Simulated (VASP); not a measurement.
# Se (P3_221) in VASP: further runs, part 2 of 4

VASP 6.6.1.

## 3. Electric field gradients, PBE (28.18 Å³/atom)

This run uses another cell than the first one, of 28.18 Å³/atom.

Input file INCAR:

```
SYSTEM = Se
PREC = Accurate ; ENCUT = 520
EDIFF = 1E-8 ; ISMEAR = -1
SIGMA = 0.03 ; LREAL = .False.
LASPH = .True. ; NELM = 80
ALGO = Normal ; ISIF = 2
LWAVE = .False. ; LCHARG = .False.
GGA = PE ; LEFG = .True.
NBANDS = 16
```

Input file KPOINTS:

```
regular mesh
0
Gamma
  8 8 6
  0 0 0
```

Input file POSCAR:

```
Se
1.0
    4.4124811141      0.0000000000      0.0000000000
   -2.2062405570      3.8213207385      0.0000000000
    0.0000000000      0.0000000000      5.0145818112
Se
3
Direct
    0.2170000000      0.0000000000      0.1666666667
    0.0000000000      0.2170000000      0.8333333333
    0.7830000000      0.7830000000      0.5000000000
```

Potentials or basis: VASP PAW PBE potentials, release 64 (Se).

On the command line:

```bash
cat potpaw_PBE.64/Se/POTCAR > POTCAR
mpirun -np 1 vasp_std > vasp.out
```

OUTCAR:

```text
SYSTEM = Se
   PREC = Accurate
   ENCUT = 520
   EDIFF = 1E-8
   ISMEAR = -1
   LREAL = .False.
   LASPH = .True.
   NELM = 80
   ISIF = 2
   GGA = PE

 ion  position               nearest neighbor table
   1  0.217  0.000  0.167-   3 2.35   2 2.35
   2  0.000  0.217  0.833-   3 2.35   1 2.35
   3  0.783  0.783  0.500-   2 2.35   1 2.35

  LATTYP: Found a hexagonal cell.
 ALAT       =     4.4124811141
 C/A-ratio  =     1.1364539998

  Lattice vectors:

 A1 = (   4.4124811141,   0.0000000000,   0.0000000000)
 A2 = (  -2.2062405570,   3.8213207385,   0.0000000000)
 A3 = (   0.0000000000,   0.0000000000,   5.0145818112)

Analysis of symmetry for initial positions (statically):
=====================================================================
 Subroutine PRICEL returns:
 Original cell was already a primitive cell.

 Routine SETGRP: Setting up the symmetry group for a
 hexagonal supercell.

 Subroutine GETGRP returns: Found  6 space group operations
 (whereof  2 operations were pure point group operations)
 out of a pool of 24 trial point group operations.

The static configuration has the point symmetry C_2 .
 The point group associated with its full space group is D_3 .

Analysis of symmetry for dynamics (positions and initial velocities):
=====================================================================
 Subroutine PRICEL returns:
 Original cell was already a primitive cell.

 Routine SETGRP: Setting up the symmetry group for a
 hexagonal supercell.

 Subroutine GETGRP returns: Found  6 space group operations
 (whereof  2 operations were pure point group operations)
 out of a pool of 24 trial point group operations.

The dynamic configuration has the point symmetry C_2 .
 The point group associated with its full space group is D_3 .

 Subroutine INISYM returns: Found  6 space group operations
 (whereof  2 operations are pure point group operations),
 and found     1 'primitive' translations

----------------------------------------------------------------------------------------

                                     Primitive cell

  volume of cell :      84.5534

  direct lattice vectors                    reciprocal lattice vectors
     4.412481114  0.000000000  0.000000000     0.226629865  0.130844814  0.000000000
    -2.206240557  3.821320738  0.000000000     0.000000000  0.261689627  0.000000000
     0.000000000  0.000000000  5.014581811     0.000000000  0.000000000  0.199418424

  length of vectors
     4.412481114  4.412481114  5.014581811     0.261689627  0.261689627  0.199418424

  position of ions in fractional coordinates (direct lattice)
     0.217000000  0.000000000  0.166666667
     1.000000000  0.217000000  0.833333333
     0.783000000  0.783000000  0.500000000

  ion indices of the primitive-cell ions
   primitive index   ion index
                 1           1
                 2           2
                 3           3

[... 83 lines left out ...]
   NUPDOWN=      -1.0000    fix difference up-down
   EMIN   =  10.00;   EMAX   =-10.00  energy-range for DOS
   EFERMI =   0.00;   METHOD = LEGACY
   ISMEAR =    -1;   SIGMA  =   0.03  broadening in eV -4-tet -1-fermi 0-gaus
   EFERMI_NEDOS =   21; number of points for ismear=-14 and -15
   IALGO  =     38    algorithm
   IMIX   =      4    mixing-type and parameters
     AMIX     =   0.40;   BMIX     =  1.00
     AMIX_MAG =   1.60;   BMIX_MAG =  1.00
  volume/ion in A,a.u.               =      28.18       190.20
  Fermi-wavevector in a.u.,A,eV,Ry     =   0.977512  1.847229 13.000764  0.955529
  Thomas-Fermi vector in A             =   2.108215
   LORBIT       =      0    0 simple, 1 ext, 2 COOP (PROOUT), +10 PAW based schemes
   GGA     = PE    functional components
   LHFCALC =     F    Hartree Fock is set to
   AEXX    =    0.0000 exact exchange contribution
   IVDW    =     0    specifies the selected vdW correction
   LEPSILON=     F    determine dielectric tensor
   LRPA    =     F    only Hartree local field effects (RPA)
 non-spin polarized calculation
  energy-cutoff  :      520.00
  volume of cell :       84.55
 maximum number of plane-waves:      2294
 NGX is ok and might be reduce to    36
   NGX = 17   NGY = 17   NGZ = 19

 number of electron      18.0000000 magnetization

 Free energy of the ion-electron system (eV)
  ---------------------------------------------------
  ext. energy  EPLUGINS =         0.00000000
  ---------------------------------------------------
  free energy    TOTEN  =       -10.45972507 eV

  energy without entropy =      -10.45972507  energy(sigma->0) =      -10.45972507

 E-fermi :   2.8861     XC(G=0):  -8.6626

 val. band max:        2.3611860513   @ k =   0.5000  -0.0000   0.5000
 cond. band min:       3.4229300380   @ k =   0.3750   0.2500   0.5000
 fundamental gap:      1.0617439868
 Fermi energy:         2.8861155952

 k-point     1 :       0.0000    0.0000    0.0000
  band No.  band energies     occupation
      1     -13.4574      2.00000
      2      -9.3639      2.00000
      3      -9.3639      2.00000
      4      -1.5157      2.00000
      5      -1.5157      2.00000
      6      -1.2378      2.00000
[... 433 lines left out ...]
      3      -8.7552      2.00000
      4      -2.7747      2.00000
      5      -2.5516      2.00000
      6      -0.8820      2.00000
[... 8 lines left out ...]
     15      10.9981      0.00000
     16      11.8920      0.00000

 [... further k-points ...]

------------------------ aborting loop because EDIFF is reached ----------------------------------------

  FORCE on cell =-STRESS in cart. coord.  units (eV):
  Direction    XX          YY          ZZ          XY          YZ          ZX
  --------------------------------------------------------------------------------------
  -------------------------------------------------------------------------------------
  Total        1.4310082      1.4310082      2.0963042      0.0000000     -0.0000000      0.0000000
  in kB       27.1157516     27.1157516     39.7222472      0.0000000     -0.0000000      0.0000000
  external PRESSURE =      31.3179168 kB  Pullay stress =       0.0000000 kB

 VOLUME and BASIS-vectors are now :
 -----------------------------------------------------------------------------
  energy-cutoff  :      520.00
  volume of cell :       84.55
      direct lattice vectors                 reciprocal lattice vectors
     4.412481114  0.000000000  0.000000000     0.226629865  0.130844814  0.000000000
    -2.206240557  3.821320738  0.000000000     0.000000000  0.261689627  0.000000000
     0.000000000  0.000000000  5.014581811     0.000000000  0.000000000  0.199418424

 POSITION                                       TOTAL-FORCE (eV/Angst)
 -----------------------------------------------------------------------------------
      0.95751      0.00000      0.83576         0.717492     -0.000000      0.000000
     -0.47875      0.82923      4.17882        -0.358746      0.621366     -0.000000
      1.72749      2.99209      2.50729        -0.358746     -0.621366     -0.000000
 -----------------------------------------------------------------------------------
    total drift:                                0.000001      0.000001      0.000000

  FREE ENERGIE OF THE ION-ELECTRON SYSTEM (eV)
  ---------------------------------------------------
  free  energy   TOTEN  =       -10.4597250719 eV

  energy  without entropy=      -10.4597250713  energy(sigma->0) =      -10.45972507

 Electric field gradients (V/A^2)
---------------------------------------------------------------------
 ion       V_xx      V_yy      V_zz      V_xy      V_xz      V_yz
---------------------------------------------------------------------
   1     159.016  -356.146   197.130    -0.000    -0.000  -322.302
   2    -227.355    30.226   197.130  -223.072   279.122   161.151
   3    -227.355    30.226   197.129   223.072  -279.122   161.151
---------------------------------------------------------------------

 Electric field gradients after diagonalization (V/A^2)
 (convention: |V_zz| > |V_xx| > |V_yy|)
----------------------------------------------------------------------
 ion       V_xx      V_yy      V_zz     asymmetry (V_yy - V_xx)/ V_zz
----------------------------------------------------------------------
   1     345.236   159.016  -504.252       0.369
   2     345.236   159.016  -504.252       0.369
   3     345.235   159.016  -504.252       0.369
----------------------------------------------------------------------

           NMR quadrupolar parameters

 Cq : quadrupolar parameter    Cq=e*Q*V_zz/h
 eta: asymmetry parameters     (V_yy - V_xx)/ V_zz
 Q  : nuclear electric quadrupole moment in mb (millibarn)
----------------------------------------------------------------------
 ion       Cq(MHz)       eta       Q (mb)
----------------------------------------------------------------------
   1      -1.219       0.369       1.000
   2      -1.219       0.369       1.000
   3      -1.219       0.369       1.000
----------------------------------------------------------------------
```

stdout:

```text
POSCAR found type information on POSCAR Se
 POSCAR found :  1 types and       3 ions
 scaLAPACK will be used
 LDA part: xc-table for (Slater+PW92), standard interpolation
 POSCAR, INCAR and KPOINTS ok, starting setup
 FFT: planning ... GRIDC
 FFT: planning ... GRID_SOFT
 FFT: planning ... GRID
 WAVECAR not read
 entering main loop
ion   1

ion   2
     0.0000499     4.2367727    -2.9624170    -3.0842131    -5.1310567     2.4461018
     0.0000687     4.2367727    -2.9624169    -3.0842130    -5.1310567     2.4461018
     0.0000946     4.2367726    -2.9624169    -3.0842130    -5.1310566     2.4461018
     0.0001302     4.2367725    -2.9624168    -3.0842129    -5.1310565     2.4461018

     0.0000499   204.2092856  -147.3942920  -156.1171736  -255.2944024   117.9002860
     0.0000687   204.2043182  -147.3906919  -156.1133620  -255.2881669   117.8974181
     0.0000946   204.1962653  -147.3848556  -156.1071831  -255.2780582   117.8927688
     0.0001302   204.1832758  -147.3754410  -156.0972162  -255.2617517   117.8852692

ion   3
     0.0000499    -4.2367727    -2.9624170    -3.0842131     5.1310567     2.4461018
     0.0000687    -4.2367727    -2.9624169    -3.0842130     5.1310567     2.4461018
     0.0000946    -4.2367726    -2.9624169    -3.0842130     5.1310566     2.4461018
     0.0001302    -4.2367725    -2.9624168    -3.0842129     5.1310565     2.4461018

     0.0000499  -204.2092856  -147.3942920  -156.1171736   255.2944024   117.9002860
     0.0000687  -204.2043181  -147.3906919  -156.1133620   255.2881669   117.8974181
     0.0000946  -204.1962653  -147.3848556  -156.1071831   255.2780581   117.8927688
     0.0001302  -204.1832757  -147.3754410  -156.0972162   255.2617517   117.8852692
```

Wall time 60 s (1 thread of Intel Xeon 6975P-C, shared host); peak memory 0.24 GiB.

What came out:

```yaml
Free_energy: -10.4597 eV
Pressure: 3.1 GPa
Largest_force: 0.717 eV/Å
Band_gap_on_the_k_mesh: 1.06 eV (least direct gap 1.13 eV)
Largest_electric_field_gradient_by_atom: Se -504.3 V/Å²
```

Forces in eV/Å, atoms in the order of the input:
```
Se   0.717  0.000  0.000
Se  -0.359  0.621  0.000
Se  -0.359 -0.621  0.000
```

Levels at points of the mesh, in eV from the valence-band top:
```tsv
k point	band 5	band 6	band 7	band 8	band 9	band 10	band 11	band 12	band 13	band 14
(0.00, 0.00, 0.00)	-3.88	-3.60	-2.03	-2.03	-0.36	2.00	2.00	2.44	5.95	6.49
(0.50, 0.00, 0.00)	-4.65	-3.28	-2.82	-1.85	-0.98	2.05	2.56	4.14	5.51	7.58
(0.00, 0.00, 0.50)	-3.35	-3.35	-1.44	-1.44	-1.13	1.28	1.45	1.45	6.25	7.47
(0.50, 0.00, 0.50)	-4.39	-4.17	-1.72	-1.32	0.00	1.49	2.78	3.07	6.25	7.86
```

Electric field gradients, principal values (V/Å²):
```
atom    least   middle  greatest (by size)
1 Se  159.016  345.236            -504.252
2 Se  159.016  345.236            -504.252
3 Se  159.016  345.235            -504.252
```

Caveat: the cell stands under pressure; without QUAD_EFG the Cq values of the log hold for a quadrupole moment of 1 mb, not for the nuclei. A k mesh can miss the band edges.

[end of part 2 of 4]
